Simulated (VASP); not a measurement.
# Zr3SnSe (P4mm) in VASP: a series of runs

Runs on Zr3SnSe. Level: PBE. Tasks: single point, relaxation of cell and atoms.

Program: VASP 6.6.1. These are calculated values, not measurements. Logs are shortened: lines on timing, memory, paths and dates and some standing lists are left out, and cuts for length are marked.

### Step 1. The cell of the first run

Symmetry: P4mm, No. 99, tetragonal system. Conventional cell: a = 4.297 Å, b = 4.297 Å, c = 5.446 Å, α = 90.00°, β = 90.00°, γ = 90.00°. Zr (site symmetry 4mm) has 2 Se at 2.40 to 3.05 Å and 4 Zr at 3.06 Å and 4 Sn at 3.11 Å within 3.2 Å. Zr (site symmetry 2mm) has 2 Se at 2.32 Å and 6 Zr at 3.04 to 3.06 Å within 3.1 Å. Sn (site symmetry 4mm) has 12 Zr at 3.11 to 3.56 Å and 4 Se at 3.50 Å within 4.1 Å. Within 3.1 Å of Se (site symmetry 4mm) lie 6 Zr at 2.32 to 3.05 Å.

The cell was generated, and may not be a known phase.

### Step 2. Single point, PBE

Input file INCAR:

```
PREC = Accurate
ENCUT = 520
EDIFF = 1E-6
ISMEAR = 0
SIGMA = 0.1
LREAL = False
LASPH = True
NELM = 100
ALGO = Normal
ISIF = 2
LWAVE = False
LCHARG = False
GGA = PE
NBANDS = 36
```

Input file KPOINTS:

```
regular mesh
0
Gamma
  4 4 4
```

Input file POSCAR:

```
Zr3SnSe
1.0
    4.2968050400      0.0000000000      0.0000000000
    0.0000000000      4.2968050400      0.0000000000
    0.0000000000      0.0000000000      5.4461805300
Zr Sn Se
3 1 1
Direct
    0.5000000000      0.5000000000      0.1201000000
    0.0000000000      0.5000000000      0.5209000100
    0.5000000000      0.0000000000      0.5209000100
    0.0000000000      0.0000000000      0.0000000000
    0.5000000000      0.5000000000      0.6800000100
```

Potentials or basis: VASP PAW PBE potentials, release 64 (Zr_sv, Sn_d, Se).

Command:

```sh
$ cat potpaw_PBE.64/Zr_sv/POTCAR potpaw_PBE.64/Sn_d/POTCAR potpaw_PBE.64/Se/POTCAR > POTCAR
$ mpirun -np 1 vasp_std > vasp.out
```

OUTCAR:

```text
PREC = Accurate
   ENCUT = 520
   EDIFF = 1E-6
   ISMEAR = 0
   LREAL = False
   LASPH = True
   NELM = 100
   ISIF = 2
   GGA = PE

 ion  position               nearest neighbor table
   1  0.500  0.500  0.120-   5 2.40   5 3.05   3 3.06   2 3.06   3 3.06   2 3.06   4 3.11   4 3.11
                             4 3.11   4 3.11
   2  0.000  0.500  0.521-   5 2.32   5 2.32   3 3.04   3 3.04   3 3.04   3 3.04   1 3.06   1 3.06
                             4 3.38   4 3.38   4 3.56   4 3.56
   3  0.500  0.000  0.521-   5 2.32   5 2.32   2 3.04   2 3.04   2 3.04   2 3.04   1 3.06   1 3.06
                             4 3.38   4 3.38   4 3.56   4 3.56
   4  0.000  0.000  0.000-   1 3.11   1 3.11   1 3.11   1 3.11   2 3.38   3 3.38   3 3.38   2 3.38
                             3 3.56   2 3.56   3 3.56   2 3.56
   5  0.500  0.500  0.680-   2 2.32   3 2.32   3 2.32   2 2.32   1 2.40   1 3.05

  LATTYP: Found a simple tetragonal cell.
 ALAT       =     4.2968050400
 C/A-ratio  =     1.2674953784

  Lattice vectors:

 A1 = (   4.2968050400,   0.0000000000,   0.0000000000)
 A2 = (   0.0000000000,   4.2968050400,   0.0000000000)
 A3 = (   0.0000000000,   0.0000000000,   5.4461805300)

Analysis of symmetry for initial positions (statically):
=====================================================================
 Subroutine PRICEL returns:
 Original cell was already a primitive cell.

 Routine SETGRP: Setting up the symmetry group for a
 simple tetragonal supercell.

 Subroutine GETGRP returns: Found  8 space group operations
 (whereof  8 operations were pure point group operations)
 out of a pool of 16 trial point group operations.

The static configuration has the point symmetry C_4v.

Analysis of symmetry for dynamics (positions and initial velocities):
=====================================================================
 Subroutine PRICEL returns:
 Original cell was already a primitive cell.

 Routine SETGRP: Setting up the symmetry group for a
 simple tetragonal supercell.

 Subroutine GETGRP returns: Found  8 space group operations
 (whereof  8 operations were pure point group operations)
 out of a pool of 16 trial point group operations.

The dynamic configuration has the point symmetry C_4v.

 Subroutine INISYM returns: Found  8 space group operations
 (whereof  8 operations are pure point group operations),
 and found     1 'primitive' translations

----------------------------------------------------------------------------------------

                                     Primitive cell

  volume of cell :     100.5503

  direct lattice vectors                    reciprocal lattice vectors
     4.296805040  0.000000000  0.000000000     0.232731062  0.000000000  0.000000000
     0.000000000  4.296805040  0.000000000     0.000000000  0.232731062  0.000000000
     0.000000000  0.000000000  5.446180530     0.000000000  0.000000000  0.183614920

  length of vectors
     4.296805040  4.296805040  5.446180530     0.232731062  0.232731062  0.183614920

  position of ions in fractional coordinates (direct lattice)
     0.500000000  0.500000000  0.120100000
     0.000000000  0.500000000  0.520900010
     0.500000000  0.000000000  0.520900010
     0.000000000  0.000000000  0.000000000
     0.500000000  0.500000000  0.680000010

  ion indices of the primitive-cell ions
   primitive index   ion index
                 1           1
                 2           2
                 3           3
                 4           4
                 5           5

----------------------------------------------------------------------------------------

 KPOINTS: regular mesh

Automatic generation of k-mesh.
 Grid dimensions read from file:
 generate k-points for:    4    4    4

 Generating k-lattice:

  Cartesian coordinates                     Fractional coordinates (reciprocal lattice)
     0.058182765  0.000000000  0.000000000     0.250000000  0.000000000  0.000000000
     0.000000000  0.058182765  0.000000000     0.000000000  0.250000000  0.000000000
     0.000000000  0.000000000  0.045903730     0.000000000  0.000000000  0.250000000

  Length of vectors
     0.058182765  0.058182765  0.045903730

  Shift w.r.t. Gamma in fractional coordinates (k-lattice)
     0.000000000  0.000000000  0.000000000

 Subroutine IBZKPT returns following result:
 ===========================================

 Found     18 irreducible k-points:

 Following reciprocal coordinates:
            Coordinates               Weight
  0.000000  0.000000  0.000000      1.000000
  0.250000  0.000000  0.000000      4.000000
  0.500000  0.000000  0.000000      2.000000
  0.250000  0.250000  0.000000      4.000000
  0.500000  0.250000  0.000000      4.000000
  0.500000  0.500000  0.000000      1.000000
[... 10 lines left out ...]
  0.500000  0.250000  0.500000      4.000000
  0.500000  0.500000  0.500000      1.000000
   k-points           NKPTS =     18   k-points in BZ     NKDIM =     18   number of bands    NBANDS=     36
   number of dos      NEDOS =    301   number of ions     NIONS =      5
   total plane-waves  NPLWV =  43008
   dimension x,y,z NGX =    32 NGY =   32 NGZ =   42
   dimension x,y,z NGXF=    64 NGYF=   64 NGZF=   84
   ions per type =               3   1   1
   NGX,Y,Z   is equivalent  to a cutoff of  12.38, 12.38, 12.82 a.u.
   NGXF,Y,Z  is equivalent  to a cutoff of  24.76, 24.76, 25.64 a.u.
 SYSTEM =  unknown system
   PREC   = accura    normal or accurate (medium, high low for compatibility)
   ISTART =      0    job   : 0-new  1-cont  2-samecut
   ICHARG =      2    charge: 1-file 2-atom 10-const
   ISPIN  =      1    spin polarized calculation?
   LNONCOLLINEAR =      F non collinear calculations
   LSORBIT =      F    spin-orbit coupling
   LASPH  =      T    aspherical Exc in radial PAW
   ENCUT  =  520.0 eV  38.22 Ry    6.18 a.u.   7.99  7.99 10.13*2*pi/ulx,y,z
   NELM   =    100;   NELMIN=  2; NELMDL= -5     # of ELM steps
   EDIFF  = 0.1E-05   stopping-criterion for ELM
   LREAL  =      F    real-space projection
   EDIFFG = 0.1E-04   stopping-criterion for IOM
   NSW    =      0    number of steps for IOM
   IBRION =     -1    ionic relax: 0-MD 1-quasi-New 2-CG
   NFREE  =      0    steps in history (QN), initial steepest desc. (CG)
   ISIF   =      2    stress and relaxation
   ISYM   =      2    0-nonsym 1-usesym 2-fastsym
   POTIM  = 0.5000    time-step for ionic-motion
   TEBEG  =    0.0;   TEEND  =   0.0 temperature during run
   PSTRESS=    0.0 pullay stress
   NELECT =      56.0000    total number of electrons
   NUPDOWN=      -1.0000    fix difference up-down
   EMIN   =  10.00;   EMAX   =-10.00  energy-range for DOS
   EFERMI =   0.00;   METHOD = LEGACY
   ISMEAR =     0;   SIGMA  =   0.10  broadening in eV -4-tet -1-fermi 0-gaus
   EFERMI_NEDOS =   21; number of points for ismear=-14 and -15
   IALGO  =     38    algorithm
   IMIX   =      4    mixing-type and parameters
     AMIX     =   0.40;   BMIX     =  1.00
     AMIX_MAG =   1.60;   BMIX_MAG =  1.00
  volume/ion in A,a.u.               =      20.11       135.71
  Fermi-wavevector in a.u.,A,eV,Ry     =   1.346924  2.545317 24.683744  1.814204
  Thomas-Fermi vector in A             =   2.474716
   LORBIT       =      0    0 simple, 1 ext, 2 COOP (PROOUT), +10 PAW based schemes
   GGA     = PE    functional components
   LHFCALC =     F    Hartree Fock is set to
   AEXX    =    0.0000 exact exchange contribution
   IVDW    =     0    specifies the selected vdW correction
   LEPSILON=     F    determine dielectric tensor
   LRPA    =     F    only Hartree local field effects (RPA)
 non-spin polarized calculation
 Gauss-broadening in eV      SIGMA  =   0.10
  energy-cutoff  :      520.00
  volume of cell :      100.55
 maximum number of plane-waves:      2732
 NGX is ok and might be reduce to    32
   NGX = 15   NGY = 15   NGZ = 21

 number of electron      56.0000008 magnetization

 Free energy of the ion-electron system (eV)
  ---------------------------------------------------
  ext. energy  EPLUGINS =         0.00000000
  ---------------------------------------------------
  free energy    TOTEN  =       -31.25830588 eV

  energy without entropy =      -31.23643095  energy(sigma->0) =      -31.24736841

 E-fermi :   9.9923     XC(G=0): -11.4235

 val. band max:        9.9547252582   @ k =   0.2500   0.0000   0.5000
 cond. band min:      10.0159022104   @ k =   0.5000   0.0000   0.2500
 fundamental gap:      0.0611769522
 Fermi energy:         9.9922879397

 k-point     1 :       0.0000    0.0000    0.0000
  band No.  band energies     occupation
      1     -38.5909      2.00000
      2     -38.4028      2.00000
      3     -38.2196      2.00000
      4     -17.1785      2.00000
      5     -17.1785      2.00000
      6     -17.0769      2.00000
[... 28 lines left out ...]
     35      12.6934      0.00000
     36      13.6281      0.00000

 k-point     2 :       0.2500    0.0000    0.0000
  band No.  band energies     occupation
      1     -38.5823      2.00000
      2     -38.3805      2.00000
      3     -38.2492      2.00000
      4     -17.1570      2.00000
      5     -17.0956      2.00000
      6     -17.0222      2.00000
[... 28 lines left out ...]
     35      13.0642      0.00000
     36      13.5480      0.00000

 k-point     3 :       0.5000    0.0000    0.0000
  band No.  band energies     occupation
      1     -38.5741      2.00000
      2     -38.3213      2.00000
      3     -38.3154      2.00000
      4     -17.1239      2.00000
      5     -16.9906      2.00000
      6     -16.9150      2.00000
[... 28 lines left out ...]
     35      13.3766      0.00000
     36      14.3583      0.00000

 k-point     4 :       0.2500    0.2500    0.0000
  band No.  band energies     occupation
      1     -38.5760      2.00000
      2     -38.3639      2.00000
      3     -38.2701      2.00000
      4     -17.4401      2.00000
      5     -16.9777      2.00000
      6     -16.8261      2.00000
[... 28 lines left out ...]
     35      12.8912      0.00000
     36      13.3521      0.00000

 k-point     5 :       0.5000    0.2500    0.0000
  band No.  band energies     occupation
      1     -38.5698      2.00000
      2     -38.3206      2.00000
      3     -38.3176      2.00000
      4     -17.5665      2.00000
      5     -16.8999      2.00000
      6     -16.8191      2.00000
[... 421 lines left out ...]
 k-point    16 :       0.2500    0.2500    0.5000
  band No.  band energies     occupation
      1     -38.5730      2.00000
      2     -38.3670      2.00000
      3     -38.2701      2.00000
      4     -17.5287      2.00000
      5     -16.8685      2.00000
      6     -16.8158      2.00000
[... 28 lines left out ...]
     35      13.2613      0.00000
     36      13.3312      0.00000

 k-point    17 :       0.5000    0.2500    0.5000
  band No.  band energies     occupation
      1     -38.5686      2.00000
      2     -38.3206      2.00000
      3     -38.3189      2.00000
      4     -17.6811      2.00000
      5     -16.8606      2.00000
      6     -16.8238      2.00000
[... 28 lines left out ...]
     35      13.2962      0.00000
     36      13.4191      0.00000

 k-point    18 :       0.5000    0.5000    0.5000
  band No.  band energies     occupation
      1     -38.5654      2.00000
      2     -38.3200      2.00000
      3     -38.3200      2.00000
      4     -17.9050      2.00000
      5     -16.9136      2.00000
      6     -16.8550      2.00000
[... 28 lines left out ...]
     35      12.8560      0.00000
     36      13.6505      0.00000

------------------------ aborting loop because EDIFF is reached ----------------------------------------

  FORCE on cell =-STRESS in cart. coord.  units (eV):
  Direction    XX          YY          ZZ          XY          YZ          ZX
  --------------------------------------------------------------------------------------
  -------------------------------------------------------------------------------------
  Total       22.9314174     22.9314174     12.9620151      0.0000000      0.0000000      0.0000000
  in kB      365.3912567    365.3912567    206.5379079      0.0000000      0.0000000      0.0000000
  external PRESSURE =     312.4401404 kB  Pullay stress =       0.0000000 kB

 VOLUME and BASIS-vectors are now :
 -----------------------------------------------------------------------------
  energy-cutoff  :      520.00
  volume of cell :      100.55
      direct lattice vectors                 reciprocal lattice vectors
     4.296805040  0.000000000  0.000000000     0.232731062  0.000000000  0.000000000
     0.000000000  4.296805040  0.000000000     0.000000000  0.232731062  0.000000000
     0.000000000  0.000000000  5.446180530     0.000000000  0.000000000  0.183614920

 POSITION                                       TOTAL-FORCE (eV/Angst)
 -----------------------------------------------------------------------------------
      2.14840      2.14840      0.65409         0.000000     -0.000000      0.350517
      0.00000      2.14840      2.83692         0.000000      0.000000     -2.821752
      2.14840      0.00000      2.83692         0.000000      0.000000     -2.821752
      0.00000      0.00000      0.00000         0.000000      0.000000      1.352522
      2.14840      2.14840      3.70340         0.000000      0.000000      3.940465
 -----------------------------------------------------------------------------------
    total drift:                                0.000000      0.000000     -0.000204

  FREE ENERGIE OF THE ION-ELECTRON SYSTEM (eV)
  ---------------------------------------------------
  free  energy   TOTEN  =       -31.2583058778 eV

  energy  without entropy=      -31.2364309502  energy(sigma->0) =      -31.24736841
```

Run time: 43 s. Hardware: 1 thread of AMD EPYC 9R45 (Zen 5), shared host; peak memory 0.2 GiB.

Results:

| Quantity | Value |
| --- | --- |
| Free energy | -31.2583 eV |
| Pressure | 31.2 GPa |
| Largest force | 3.940 eV/Å |
| Band gap on the k mesh | zero (bands 28 and 29 overlap by 0.39 eV) |

Forces on the atoms (eV/Å):
```
Zr   0.000  0.000  0.351
Zr   0.000  0.000 -2.822
Zr   0.000  0.000 -2.822
Sn   0.000  0.000  1.353
Se   0.000  0.000  3.940
```

Levels at points of the mesh, in eV from the Fermi level:
```tsv
k point	band 25	band 26	band 27	band 28	band 29	band 30	band 31	band 32
(0.00, 0.00, 0.00)	-1.42	-0.76	0.30	0.30	0.93	0.93	1.52	1.71
(0.50, 0.00, 0.00)	-1.69	-0.60	-0.58	-0.58	0.39	1.36	1.44	1.51
(0.50, 0.50, 0.00)	-2.66	-1.55	-0.57	-0.57	0.82	0.82	1.68	1.93
(0.00, 0.00, 0.50)	-0.60	-0.37	-0.33	-0.33	0.45	0.45	1.42	1.74
(0.50, 0.00, 0.50)	-1.85	-0.42	-0.16	-0.15	-0.08	0.99	1.10	1.87
(0.50, 0.50, 0.50)	-1.73	-0.16	-0.16	0.04	0.58	0.58	0.78	1.25
```

Caveat: the k points lie up to 0.37 Å⁻¹ apart; spin-orbit coupling is left out, which moves the levels of the heavy elements; forces of over 1 eV/Å act on the atoms, so gaps and moduli don't describe the material at rest.

### Step 3. Single point, PBE

This run uses another cell than the first one, of 25.64 Å³/atom.

Input file INCAR:

```
SYSTEM = Zr3SnSe
  PREC = Accurate
  ENCUT = 520
  EDIFF = 1E-6
  ISMEAR = 0
  SIGMA = 0.1
  LREAL = .FALSE.
  LASPH = .TRUE.
  NELM = 60
  ALGO = Normal
  ISIF = 2
  LWAVE = .FALSE.
  LCHARG = .TRUE.
  GGA = PE
  LELF = .TRUE.
  LVHAR = .TRUE.
  NBANDS = 36
```

Input file KPOINTS:

```
Automatic mesh
0
G
  4 4 4
  0 0 0
```

Input file POSCAR:

```
Zr3SnSe
1.0
    4.2049019526      0.0000000000      0.0000000000
    0.0000000000      4.2049019526      0.0000000000
    0.0000000000      0.0000000000      7.2514617017
Zr Sn Se
3 1 1
Direct
    0.5000000000      0.5000000000      0.0890881127
    0.0000000000      0.5000000000      0.4506924742
    0.5000000000      0.0000000000      0.4506924742
    0.0000000000      0.0000000000      0.1417399151
    0.5000000000      0.5000000000      0.7096870539
```

Potentials or basis: VASP PAW PBE potentials, release 64 (Zr_sv, Sn_d, Se).

Command:

```sh
$ cat potpaw_PBE.64/Zr_sv/POTCAR potpaw_PBE.64/Sn_d/POTCAR potpaw_PBE.64/Se/POTCAR > POTCAR
$ mpirun -np 1 vasp_std > vasp.out
```

Run time: 59 s. Hardware: 1 thread of AMD EPYC 9R45 (Zen 5), shared host; peak memory 0.23 GiB.

Results (log left out):

- Free energy: -35.5940 eV
- Pressure: 0.0 GPa
- Largest force: 0.023 eV/Å
- Band gap on the k mesh: zero (bands 28 and 29 overlap by 0.42 eV)

Forces in eV/Å, atoms in the order of the input:
```
Zr   0.000  0.000 -0.012
Zr   0.000  0.000  0.003
Zr   0.000  0.000  0.003
Sn   0.000  0.000 -0.016
Se   0.000  0.000  0.023
```

Stress tensor (GPa, compression positive):
```
0.02 0.00 0.00
0.00 0.02 0.00
0.00 0.00 0.10
```

Levels at points of the mesh, in eV from the Fermi level:
| k point | band 25 | band 26 | band 27 | band 28 | band 29 | band 30 | band 31 | band 32 |
| --- | --- | --- | --- | --- | --- | --- | --- | --- |
| (0.00, 0.00, 0.00) | -1.38 | -1.04 | -0.61 | -0.61 | -0.23 | 1.14 | 1.49 | 1.49 |
| (0.50, 0.00, 0.00) | -1.81 | -1.23 | -0.31 | 0.19 | 1.07 | 1.27 | 1.46 | 1.69 |
| (0.50, 0.50, 0.00) | -1.72 | -0.79 | -0.79 | -0.78 | 0.63 | 0.63 | 0.63 | 1.88 |
| (0.00, 0.00, 0.50) | -0.95 | -0.88 | -0.88 | -0.70 | -0.21 | 1.12 | 1.47 | 1.47 |
| (0.50, 0.00, 0.50) | -1.60 | -0.74 | -0.41 | -0.02 | 1.04 | 1.14 | 1.63 | 1.68 |
| (0.50, 0.50, 0.50) | -1.37 | -1.23 | -0.54 | -0.54 | 0.09 | 0.78 | 0.78 | 1.90 |

Caveat: the k points lie up to 0.37 Å⁻¹ apart; spin-orbit coupling is left out, which moves the levels of the heavy elements.

[end of part 1 of 2]

The gap in the log of VASP goes by the Fermi energy; the results here count the filled bands.